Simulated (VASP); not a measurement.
A run of VASP 6.6.1 is set up as follows.

File POSCAR:

```
GaAs
1.0
    0.0000000000      2.8330850953      2.8330850953
    2.8330850953      0.0000000000      2.8330850953
    2.8330850953      2.8330850953      0.0000000000
Ga As
1 1
Direct
    0.0000000000      0.0000000000      0.0000000000
    0.2500000000      0.2500000000      0.2500000000
```

The input INCAR.step1:

```
SYSTEM = GaAs
PREC = Accurate ; ENCUT = 520
ISMEAR = 0 ; SIGMA = 0.01
LREAL = .False. ; LASPH = .True.
NELM = 100 ; NBANDS = 16
GGA = PE ; ALGO = Normal
EDIFF = 1E-4 ; LWAVE = .True.
LCHARG = .False.
```

The input INCAR.step2:

```
SYSTEM = GaAs
PREC = Accurate ; ENCUT = 520
EDIFF = 1E-6 ; ISMEAR = 0
SIGMA = 0.01 ; LREAL = .False.
LASPH = .True. ; NELM = 100
ALGO = Normal ; ISIF = 2
LWAVE = .False. ; LCHARG = .False.
METAGGA = R2SCAN ; LMIXTAU = .True.
NBANDS = 16 ; ISTART = 1
```

File KPOINTS:

```
regular mesh
0
Gamma
  8 8 8
  0 0 0
```

Potentials or basis: VASP PAW PBE potentials, release 64 (Ga_d, As).

Command:

```sh
$ cat potpaw_PBE.64/Ga_d/POTCAR potpaw_PBE.64/As/POTCAR > POTCAR
$ cp INCAR.step1 INCAR
$ mpirun -np 1 vasp_std > vasp.out
$ cp INCAR.step2 INCAR
$ mpirun -np 1 vasp_std > vasp.out
```

Q: Estimate the pressure.

A: 0.1 GPa.

Q: Estimate the band gap on the k mesh.

A: 0.94 eV, direct.

Caveat: the PAW data sets were made with another functional, which shifts forces and pressure a little. A k mesh can miss the band edges.
